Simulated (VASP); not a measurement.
## Y: single point with PBE

Crystal: Y.

```
CELL_PARAMETERS angstrom
0.00000 3.45312 3.45312
3.45312 0.00000 3.45312
3.45312 3.45312 0.00000
ATOMIC_POSITIONS crystal
Y 0.78500 0.90500 0.90500
Y 0.21500 0.09500 0.09500
```

This cell differs from its parent crystal: shortest bond scaled by 0.76.

```json
{
 "Program": "VASP 6.6.1",
 "Task": "single point",
 "Functional": "PBE",
 "Potentials or basis": "VASP PAW PBE potentials, release 64 (Y_sv)",
 "Cutoff": "520 eV",
 "k mesh": "8 × 8 × 8",
 "Occupations": "fermi-dirac, width 0.05 eV",
 "Spin": "no spin polarisation"
}
```

```yaml
Pressure: 4.5 GPa
Largest_force: 4.772 eV/Å
Band_gap_on_the_k_mesh: zero (bands 11 and 12 overlap by 0.67 eV)
```

Forces on the atoms (eV/Å):
```
Y   -2.755  2.755  2.755
Y    2.755 -2.755 -2.755
```

Stress tensor (GPa, compression positive):
```
 4.50 -9.44 -9.44
-9.44  4.50  9.44
-9.44  9.44  4.50
```

Levels at points of the mesh, in eV from the Fermi level:
| k point | band 8 | band 9 | band 10 | band 11 | band 12 | band 13 | band 14 | band 15 |
| --- | --- | --- | --- | --- | --- | --- | --- | --- |
| (0.00, 0.00, 0.00) | -20.55 | -3.27 | 0.27 | 0.27 | 0.77 | 0.77 | 2.31 | 2.58 |
| (0.50, 0.00, 0.00) | -20.75 | -1.65 | -0.94 | -0.29 | -0.29 | 0.45 | 0.45 | 2.76 |
| (0.00, 0.50, 0.00) | -20.60 | -1.24 | -0.48 | -0.15 | 0.37 | 1.41 | 1.43 | 1.72 |
| (0.50, 0.50, 0.00) | -20.67 | -1.01 | -0.55 | -0.27 | 0.40 | 0.58 | 1.40 | 2.68 |

It took 37 s on 1 thread of Intel(R) Xeon(R) 6975P-C (Granite Rapids), with other jobs on the host, peak memory 0.27 GiB.

Caveat: the cell differs from its parent crystal (shortest bond scaled by 0.76); the cell stands under pressure; forces of over 1 eV/Å act on the atoms, so gaps and moduli don't describe the material at rest.
